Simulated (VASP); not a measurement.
# BaTe in VASP: further runs, part 3 of 3

VASP 6.6.1. The steps go on from the part before.

## Step 5: Single point, PBE (strain -1.5%)

File INCAR:

```
SYSTEM = BaTe
PREC = Accurate ; ENCUT = 520
EDIFF = 1E-6 ; ISMEAR = -1
SIGMA = 0.02 ; LREAL = .False.
LASPH = .True. ; NELM = 80
ALGO = Normal ; ISIF = 2
LWAVE = .False. ; LCHARG = .False.
GGA = PE ; NBANDS = 15
```

File KPOINTS:

```
Automatic mesh
0
Gamma
  6 6 6
  0 0 0
```

File POSCAR:

```
BaTe
1.0
    0.0000000000      3.4794010225      3.4794010225
    3.4794010225      0.0000000000      3.4794010225
    3.4794010225      3.4794010225      0.0000000000
Ba Te
1 1
Direct
    0.0000000000      0.0000000000      0.0000000000
    0.5000000000      0.5000000000      0.5000000000
```

Potentials or basis: VASP PAW PBE potentials, release 64 (Ba_sv, Te).

Started as:

```bash
$ cat potpaw_PBE.64/Ba_sv/POTCAR potpaw_PBE.64/Te/POTCAR > POTCAR
$ mpirun -np 1 vasp_std > vasp.out
```

OUTCAR:

```text
SYSTEM = BaTe
   PREC = Accurate
   ENCUT = 520
   EDIFF = 1E-6
   ISMEAR = -1
   LREAL = .False.
   LASPH = .True.
   NELM = 80
   ISIF = 2
   GGA = PE

 ion  position               nearest neighbor table
   1  0.000  0.000  0.000-   2 3.48   2 3.48   2 3.48   2 3.48   2 3.48   2 3.48
   2  0.500  0.500  0.500-   1 3.48   1 3.48   1 3.48   1 3.48   1 3.48   1 3.48

  LATTYP: Found a face centered cubic cell.
 ALAT       =     6.9588020450

  Lattice vectors:

 A1 = (   0.0000000000,   3.4794010225,   3.4794010225)
 A2 = (   3.4794010225,   0.0000000000,   3.4794010225)
 A3 = (   3.4794010225,   3.4794010225,   0.0000000000)

Analysis of symmetry for initial positions (statically):
=====================================================================
 Subroutine PRICEL returns:
 Original cell was already a primitive cell.

 Routine SETGRP: Setting up the symmetry group for a
 face centered cubic supercell.

 Subroutine GETGRP returns: Found 48 space group operations
 (whereof 48 operations were pure point group operations)
 out of a pool of 48 trial point group operations.

The static configuration has the point symmetry O_h .

Analysis of symmetry for dynamics (positions and initial velocities):
=====================================================================
 Subroutine PRICEL returns:
 Original cell was already a primitive cell.

 Routine SETGRP: Setting up the symmetry group for a
 face centered cubic supercell.

 Subroutine GETGRP returns: Found 48 space group operations
 (whereof 48 operations were pure point group operations)
 out of a pool of 48 trial point group operations.

The dynamic configuration has the point symmetry O_h .

 Subroutine INISYM returns: Found 48 space group operations
 (whereof 48 operations are pure point group operations),
 and found     1 'primitive' translations

----------------------------------------------------------------------------------------

                                     Primitive cell

  volume of cell :      84.2449

  direct lattice vectors                    reciprocal lattice vectors
     0.000000000  3.479401022  3.479401022    -0.143702895  0.143702895  0.143702895
     3.479401022  0.000000000  3.479401022     0.143702895 -0.143702895  0.143702895
     3.479401022  3.479401022  0.000000000     0.143702895  0.143702895 -0.143702895

  length of vectors
     4.920616115  4.920616115  4.920616115     0.248900715  0.248900715  0.248900715

  position of ions in fractional coordinates (direct lattice)
     0.000000000  0.000000000  0.000000000
     0.500000000  0.500000000  0.500000000

  ion indices of the primitive-cell ions
   primitive index   ion index
                 1           1
                 2           2

----------------------------------------------------------------------------------------

 KPOINTS: Automatic mesh

Automatic generation of k-mesh.
 Grid dimensions read from file:
 generate k-points for:    6    6    6

 Generating k-lattice:

  Cartesian coordinates                     Fractional coordinates (reciprocal lattice)
    -0.023950483  0.023950483  0.023950483     0.166666667  0.000000000  0.000000000
     0.023950483 -0.023950483  0.023950483     0.000000000  0.166666667  0.000000000
[... 32 lines left out ...]
   number of dos      NEDOS =    301   number of ions     NIONS =      2
   total plane-waves  NPLWV =  64000
   dimension x,y,z NGX =    40 NGY =   40 NGZ =   40
   dimension x,y,z NGXF=    80 NGYF=   80 NGZF=   80
   ions per type =               1   1
   NGX,Y,Z   is equivalent  to a cutoff of  13.51, 13.51, 13.51 a.u.
   NGXF,Y,Z  is equivalent  to a cutoff of  27.03, 27.03, 27.03 a.u.
 SYSTEM =  BaTe
   PREC   = accura    normal or accurate (medium, high low for compatibility)
   ISTART =      0    job   : 0-new  1-cont  2-samecut
   ICHARG =      2    charge: 1-file 2-atom 10-const
   ISPIN  =      1    spin polarized calculation?
   LNONCOLLINEAR =      F non collinear calculations
   LSORBIT =      F    spin-orbit coupling
   LASPH  =      T    aspherical Exc in radial PAW
   ENCUT  =  520.0 eV  38.22 Ry    6.18 a.u.   9.15  9.15  9.15*2*pi/ulx,y,z
   NELM   =     80;   NELMIN=  2; NELMDL= -5     # of ELM steps
   EDIFF  = 0.1E-05   stopping-criterion for ELM
   LREAL  =      F    real-space projection
   EDIFFG = 0.1E-04   stopping-criterion for IOM
   NSW    =      0    number of steps for IOM
   IBRION =     -1    ionic relax: 0-MD 1-quasi-New 2-CG
   NFREE  =      0    steps in history (QN), initial steepest desc. (CG)
   ISIF   =      2    stress and relaxation
   ISYM   =      2    0-nonsym 1-usesym 2-fastsym
   POTIM  = 0.5000    time-step for ionic-motion
   TEBEG  =    0.0;   TEEND  =   0.0 temperature during run
   PSTRESS=    0.0 pullay stress
   NELECT =      16.0000    total number of electrons
   NUPDOWN=      -1.0000    fix difference up-down
   EMIN   =  10.00;   EMAX   =-10.00  energy-range for DOS
   EFERMI =   0.00;   METHOD = LEGACY
   ISMEAR =    -1;   SIGMA  =   0.02  broadening in eV -4-tet -1-fermi 0-gaus
   EFERMI_NEDOS =   21; number of points for ismear=-14 and -15
   IALGO  =     38    algorithm
   IMIX   =      4    mixing-type and parameters
     AMIX     =   0.40;   BMIX     =  1.00
     AMIX_MAG =   1.60;   BMIX_MAG =  1.00
  volume/ion in A,a.u.               =      42.12       284.26
  Fermi-wavevector in a.u.,A,eV,Ry     =   0.941023  1.778276 12.048295  0.885525
  Thomas-Fermi vector in A             =   2.068493
   LORBIT       =      0    0 simple, 1 ext, 2 COOP (PROOUT), +10 PAW based schemes
   GGA     = PE    functional components
   LHFCALC =     F    Hartree Fock is set to
   AEXX    =    0.0000 exact exchange contribution
   IVDW    =     0    specifies the selected vdW correction
   LEPSILON=     F    determine dielectric tensor
   LRPA    =     F    only Hartree local field effects (RPA)
 non-spin polarized calculation
  energy-cutoff  :      520.00
  volume of cell :       84.24
 maximum number of plane-waves:      2285
 NGX is ok and might be reduce to    40
   NGX = 19   NGY = 19   NGZ = 19

 number of electron      16.0000000 magnetization

 Free energy of the ion-electron system (eV)
  ---------------------------------------------------
  ext. energy  EPLUGINS =         0.00000000
  ---------------------------------------------------
  free energy    TOTEN  =        -8.60338117 eV

  energy without entropy =       -8.60338117  energy(sigma->0) =       -8.60338117

 E-fermi :   2.8460     XC(G=0):  -8.3171

 val. band max:        2.3907559306   @ k =   0.0000   0.0000   0.0000
 cond. band min:       3.8694507026   @ k =   0.5000   0.5000   0.0000
 fundamental gap:      1.4786947721
 Fermi energy:         2.8459726908

 k-point     1 :       0.0000    0.0000    0.0000
  band No.  band energies     occupation
      1     -24.5842      2.00000
      2      -9.7410      2.00000
      3      -9.7410      2.00000
      4      -9.7410      2.00000
      5      -7.1908      2.00000
      6       2.3908      2.00000
      7       2.3908      2.00000
      8       2.3908      2.00000
      9       5.3049      0.00000
     10       5.3049      0.00000
     11       5.3049      0.00000
     12       5.3707      0.00000
     13       5.9405      0.00000
     14       5.9405      0.00000
[... 257 lines left out ...]
      2      -9.9322      2.00000
      3      -9.8881      2.00000
      4      -9.8648      2.00000
      5      -6.8125      2.00000
      6       1.2782      2.00000
      7       1.3179      2.00000
      8       1.6270      2.00000
      9       4.9315      0.00000
     10       6.9592      0.00000
     11       7.1427      0.00000
     12       7.7517      0.00000
     13       8.2003      0.00000
     14       8.9874      0.00000
     15      10.5694      0.00000

------------------------ aborting loop because EDIFF is reached ----------------------------------------

  FORCE on cell =-STRESS in cart. coord.  units (eV):
  Direction    XX          YY          ZZ          XY          YZ          ZX
  --------------------------------------------------------------------------------------
  -------------------------------------------------------------------------------------
  Total        0.9386182      0.9386182      0.9386182      0.0000000      0.0000000      0.0000000
  in kB       17.8507356     17.8507356     17.8507356      0.0000000      0.0000000      0.0000000
  external PRESSURE =      17.8507356 kB  Pullay stress =       0.0000000 kB

 VOLUME and BASIS-vectors are now :
 -----------------------------------------------------------------------------
  energy-cutoff  :      520.00
  volume of cell :       84.24
      direct lattice vectors                 reciprocal lattice vectors
     0.000000000  3.479401022  3.479401022    -0.143702895  0.143702895  0.143702895
     3.479401022  0.000000000  3.479401022     0.143702895 -0.143702895  0.143702895
     3.479401022  3.479401022  0.000000000     0.143702895  0.143702895 -0.143702895

 POSITION                                       TOTAL-FORCE (eV/Angst)
 -----------------------------------------------------------------------------------
      0.00000      0.00000      0.00000        -0.000000     -0.000000      0.000000
      3.47940      3.47940      3.47940         0.000000      0.000000     -0.000000
 -----------------------------------------------------------------------------------
    total drift:                                0.000000     -0.000000     -0.000000

  FREE ENERGIE OF THE ION-ELECTRON SYSTEM (eV)
  ---------------------------------------------------
  free  energy   TOTEN  =        -8.6033811655 eV

  energy  without entropy=       -8.6033811655  energy(sigma->0) =       -8.60338117
```

Run time: 47 s. Hardware: 1 thread of Intel Xeon 8259CL, shared host; peak memory 0.24 GiB.

What came out:

| Item | Value |
| --- | --- |
| Free energy | -8.6034 eV |
| Pressure | 1.8 GPa |
| Band gap on the k mesh | 1.48 eV (least direct gap 1.86 eV) |

Levels at points of the mesh, in eV from the valence-band top:
```tsv
k point	band 6	band 7	band 8	band 9	band 10	band 11
(0.00, 0.00, 0.00)	0.00	0.00	0.00	2.91	2.91	2.91
(0.50, 0.00, 0.00)	-2.29	-1.17	-1.17	4.22	4.80	4.92
(0.50, 0.50, 0.00)	-1.14	-0.38	-0.38	1.48	4.46	4.72
```

Caveat: the cell differs from its parent crystal (strain -1.5%); spin-orbit coupling is left out, which moves the levels of the heavy elements.

## Step 6: Overview

| cell | k mesh | smearing | gap on the mesh (eV) | pressure (GPa) |
| --- | --- | --- | --- | --- |
| a = 4.921 Å, angles 60.0°, 2 atoms | 4 × 4 × 4 | gaussian 0.01 eV | 1.47 | 1.9 |
| a = 5.145 Å, angles 60.0°, 2 atoms | 4 × 4 × 4 | gaussian 0.01 eV | 1.73 | -1.8 |
| a = 5.046 Å, angles 59.3°, 2 atoms | 4 × 4 × 4 | gaussian 0.01 eV | 1.58 | -0.1 |
| a = 4.921 Å, angles 60.0°, 2 atoms | 6 × 6 × 6 | fermi-dirac 0.02 eV | 1.48 | 1.8 |

Alike in all rows: task single point; level PBE; potentials or basis VASP PAW PBE potentials, release 64 (Ba_sv, Te); no spin polarisation; cutoff (eV) 520.

Caveats: spin-orbit coupling is left out, which moves the levels of the heavy elements.

Total energies depend on the potentials used, so only differences within one code and one set of settings carry meaning.
